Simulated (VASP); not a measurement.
# TiC (P6_3/mmc) in VASP: single point with LDA

Aim: the single point of TiC with LDA.

All numbers are computed with VASP 6.6.1; they aren't measurements. Logs are shortened: lines on timing, memory, paths and dates and some standing lists are left out, and cuts for length are marked.

## 1. The cell of the first run

It takes space group P6_3/mmc (No. 194, hexagonal). The conventional cell has a = 3.101 Å, b = 3.101 Å, c = 9.783 Å, α = 90.00°, β = 90.00°, γ = 120.00°. Ti (site symmetry -6m2) has 6 C at 2.17 Å within 2.9 Å. Within 2.9 Å of Ti (site symmetry -3m) lie 6 C at 2.17 Å. C (site symmetry 3m) has 6 Ti at 2.17 Å and 1 C at 2.45 Å within 2.9 Å.

## 2. Single point, LDA

POSCAR

```
TiC
1.0
    3.1011933223      0.0000000000      0.0000000000
   -1.5505966612      2.6857121992      0.0000000000
    0.0000000000      0.0000000000      9.7826732340
Ti C
4 4
Direct
    0.6666666667      0.3333333333      0.7500000000
    0.0000000000      0.0000000000      0.0000000000
    0.3333333333      0.6666666667      0.2500000000
    0.0000000000      0.0000000000      0.5000000000
    0.3333333333      0.6666666667      0.8754597417
    0.6666666667      0.3333333333      0.1245402583
    0.6666666667      0.3333333333      0.3754597417
    0.3333333333      0.6666666667      0.6245402583
```

INCAR.step1

```
ALGO = Normal
EDIFF = 1E-6
ENCUT = 520
ISIF = 2
ISMEAR = 0
LASPH = T
LCHARG = T
LMAXMIX = 4
LREAL = F
LWAVE = F
NBANDS = 42
NELM = 60
PREC = Accurate
SIGMA = 0.1
```

KPOINTS.step1

```
k-points
0
Gamma
  12 12 4
```

INCAR.step2

```
ALGO = Normal
EDIFF = 1E-6
ENCUT = 520
ICHARG = 11
ISIF = 2
ISMEAR = -5
LASPH = T
LCHARG = F
LMAXMIX = 4
LORBIT = 11
LREAL = F
LWAVE = F
NBANDS = 42
NEDOS = 2001
NELM = 60
PREC = Accurate
SIGMA = 0.1
```

KPOINTS.step2

```
k-points
0
Gamma
  18 18 6
```

Potentials or basis: VASP PAW LDA potentials, release 64 (Ti_sv, C).

Run with:

```sh
cat potpaw_LDA.64/Ti_sv/POTCAR potpaw_LDA.64/C/POTCAR > POTCAR
cp INCAR.step1 INCAR
cp KPOINTS.step1 KPOINTS
mpirun -np 1 vasp_std > vasp.out
cp INCAR.step2 INCAR
cp KPOINTS.step2 KPOINTS
mpirun -np 1 vasp_std > vasp.out
```

OUTCAR:

```text
EDIFF = 1E-6
   ENCUT = 520
   ICHARG = 11
   ISIF = 2
   ISMEAR = -5
   LASPH = T
   LORBIT = 11
   LREAL = F
   NELM = 60
   PREC = Accurate

 ion  position               nearest neighbor table
   1  0.667  0.333  0.750-   5 2.17   8 2.17   5 2.17   8 2.17   5 2.17   8 2.17
   2  0.000  0.000  0.000-   5 2.17   6 2.17   6 2.17   5 2.17   6 2.17   5 2.17
   3  0.333  0.667  0.250-   6 2.17   7 2.17   6 2.17   7 2.17   6 2.17   7 2.17
   4  0.000  0.000  0.500-   7 2.17   8 2.17   7 2.17   8 2.17   7 2.17   8 2.17
   5  0.333  0.667  0.875-   2 2.17   2 2.17   2 2.17   1 2.17   1 2.17   1 2.17
   6  0.667  0.333  0.125-   2 2.17   2 2.17   2 2.17   3 2.17   3 2.17   3 2.17
   7  0.667  0.333  0.375-   4 2.17   4 2.17   4 2.17   3 2.17   3 2.17   3 2.17
   8  0.333  0.667  0.625-   4 2.17   4 2.17   4 2.17   1 2.17   1 2.17   1 2.17

  LATTYP: Found a hexagonal cell.
 ALAT       =     3.1011933223
 C/A-ratio  =     3.1544867467

  Lattice vectors:

 A1 = (   3.1011933223,   0.0000000000,   0.0000000000)
 A2 = (  -1.5505966612,   2.6857121992,   0.0000000000)
 A3 = (   0.0000000000,   0.0000000000,   9.7826732340)

Analysis of symmetry for initial positions (statically):
=====================================================================
 Subroutine PRICEL returns:
 Original cell was already a primitive cell.

 Routine SETGRP: Setting up the symmetry group for a
 hexagonal supercell.

 Subroutine GETGRP returns: Found 24 space group operations
 (whereof 12 operations were pure point group operations)
 out of a pool of 24 trial point group operations.

The static configuration has the point symmetry D_3d.
 The point group associated with its full space group is D_6h.

Analysis of symmetry for dynamics (positions and initial velocities):
=====================================================================
 Subroutine PRICEL returns:
 Original cell was already a primitive cell.

 Routine SETGRP: Setting up the symmetry group for a
 hexagonal supercell.

 Subroutine GETGRP returns: Found 24 space group operations
 (whereof 12 operations were pure point group operations)
 out of a pool of 24 trial point group operations.

The dynamic configuration has the point symmetry D_3d.
 The point group associated with its full space group is D_6h.

 Subroutine INISYM returns: Found 24 space group operations
 (whereof 12 operations are pure point group operations),
 and found     1 'primitive' translations

----------------------------------------------------------------------------------------

[... 126 lines left out ...]
     AMIX_MAG =   1.60;   BMIX_MAG =  1.00
  volume/ion in A,a.u.               =      10.18        68.73
  Fermi-wavevector in a.u.,A,eV,Ry     =   1.510496  2.854423 31.043021  2.281598
  Thomas-Fermi vector in A             =   2.620678
   LORBIT       =     11    0 simple, 1 ext, 2 COOP (PROOUT), +10 PAW based schemes
   GGA     = CA    functional components
   LHFCALC =     F    Hartree Fock is set to
   AEXX    =    0.0000 exact exchange contribution
   IVDW    =     0    specifies the selected vdW correction
   LEPSILON=     F    determine dielectric tensor
   LRPA    =     F    only Hartree local field effects (RPA)
 non-spin polarized calculation
 Fermi weights with tetrahedron method with Bloechl corrections
  energy-cutoff  :      520.00
  volume of cell :       81.48
 maximum number of plane-waves:      2212
 NGX is ok and might be reduce to    24

 number of electron      64.0000001 magnetization

 Free energy of the ion-electron system (eV)
  ---------------------------------------------------
  ext. energy  EPLUGINS =         0.00000000
  ---------------------------------------------------
  free energy    TOTEN  =       -81.29694767 eV

  energy without entropy =      -81.29694767  energy(sigma->0) =      -81.29694767

 E-fermi :   9.4371     XC(G=0): -12.9537

 val. band max:        9.4416237904   @ k =   0.0556   0.0000   0.3333
 cond. band min:       9.3619862959   @ k =   0.3333   0.1111   0.0000
 fundamental gap:     -0.0796374945
 Fermi energy:         9.4370712985

 k-point     1 :       0.0000    0.0000    0.0000
  band No.  band energies     occupation
      1     -46.5825      2.00000
      2     -46.5432      2.00000
      3     -46.5341      2.00000
      4     -46.4944      2.00000
      5     -23.5061      2.00000
      6     -23.2565      2.00000
[... 1069 lines left out ...]
     41      12.7944      0.00000
     42      12.9199      0.00000

 [... further k-points ...]

------------------------ aborting loop because EDIFF is reached ----------------------------------------

  FORCE on cell =-STRESS in cart. coord.  units (eV):
  Direction    XX          YY          ZZ          XY          YZ          ZX
  --------------------------------------------------------------------------------------
  -------------------------------------------------------------------------------------
  Total       -6.0282157     -6.0282157     -6.2728534      0.0000000      0.0000000      0.0000000
  in kB     -118.5368837   -118.5368837   -123.3473611      0.0000000      0.0000000      0.0000000
  external PRESSURE =    -120.1403762 kB  Pullay stress =       0.0000000 kB

 VOLUME and BASIS-vectors are now :
 -----------------------------------------------------------------------------
  energy-cutoff  :      520.00
  volume of cell :       81.48
      direct lattice vectors                 reciprocal lattice vectors
     3.101193322  0.000000000  0.000000000     0.322456518  0.186170357  0.000000000
    -1.550596661  2.685712199  0.000000000     0.000000000  0.372340715  0.000000000
     0.000000000  0.000000000  9.782673234     0.000000000  0.000000000  0.102221548

 POSITION                                       TOTAL-FORCE (eV/Angst)
 -----------------------------------------------------------------------------------
      1.55060      0.89524      7.33700         0.000000     -0.000000     -0.000000
      0.00000      0.00000      0.00000        -0.000000      0.000000      0.000000
     -0.00000      1.79047      2.44567         0.000000      0.000000      0.000000
      0.00000      0.00000      4.89134        -0.000000      0.000000      0.000000
     -0.00000      1.79047      8.56434        -0.000000      0.000000     -0.011300
      1.55060      0.89524      1.21834        -0.000000      0.000000      0.011300
      1.55060      0.89524      3.67300        -0.000000     -0.000000     -0.011300
     -0.00000      1.79047      6.10967         0.000000      0.000000      0.011300
 -----------------------------------------------------------------------------------
    total drift:                               -0.000000      0.000000      0.000000

  FREE ENERGIE OF THE ION-ELECTRON SYSTEM (eV)
  ---------------------------------------------------
  free  energy   TOTEN  =       -81.2969476722 eV

  energy  without entropy=      -81.2969476722  energy(sigma->0) =      -81.29694767

 total charge

# of ion       s       p       d       tot
------------------------------------------
    1        2.200   6.236   2.007  10.443
    2        2.200   6.244   1.995  10.438
    3        2.200   6.236   2.007  10.443
    4        2.200   6.244   1.995  10.438
    5        0.886   1.488   0.000   2.375
    6        0.886   1.488   0.000   2.375
    7        0.886   1.488   0.000   2.375
    8        0.886   1.488   0.000   2.375
--------------------------------------------------
tot         12.345  30.914   8.003  51.262
```

OUTCAR.step1:

```text
EDIFF = 1E-6
   ENCUT = 520
   ISIF = 2
   ISMEAR = 0
[... 1328 lines left out ...]
     -0.00000      1.79047      8.56434        -0.000000     -0.000000     -0.025385
      1.55060      0.89524      1.21834         0.000000      0.000000      0.025385
      1.55060      0.89524      3.67300         0.000000      0.000000     -0.025385
     -0.00000      1.79047      6.10967        -0.000000      0.000000      0.025385
 -----------------------------------------------------------------------------------
    total drift:                               -0.000000      0.000000     -0.000000

  FREE ENERGIE OF THE ION-ELECTRON SYSTEM (eV)
  ---------------------------------------------------
  free  energy   TOTEN  =       -81.2987559056 eV

  energy  without entropy=      -81.2921111181  energy(sigma->0) =      -81.29543351
```

Wall time 3.4 min (1 thread of Intel Xeon 6975P-C (Granite Rapids), shared host); peak memory 0.44 GiB.

Results:

```
Valence electrons inside the program's atomic spheres : Ti 10.44; C 2.38
```

Levels at points of the mesh, in eV from the Fermi level:
```tsv
k point	band 28	band 29	band 30	band 31	band 32	band 33	band 34	band 35	band 36	band 37
(0.00, 0.00, 0.00)	-1.72	-1.72	-0.29	-0.29	0.61	0.66	0.66	0.98	0.98	2.14
(0.50, 0.00, 0.00)	-2.43	-2.23	-2.05	-1.70	-0.64	0.71	1.18	1.81	2.52	2.55
(0.00, 0.00, 0.50)	-1.07	-1.07	-1.07	-0.54	-0.54	1.45	1.45	1.45	1.45	1.60
(0.50, 0.00, 0.50)	-2.86	-2.04	-2.04	-1.19	-1.19	0.83	0.83	2.41	2.41	2.63
```
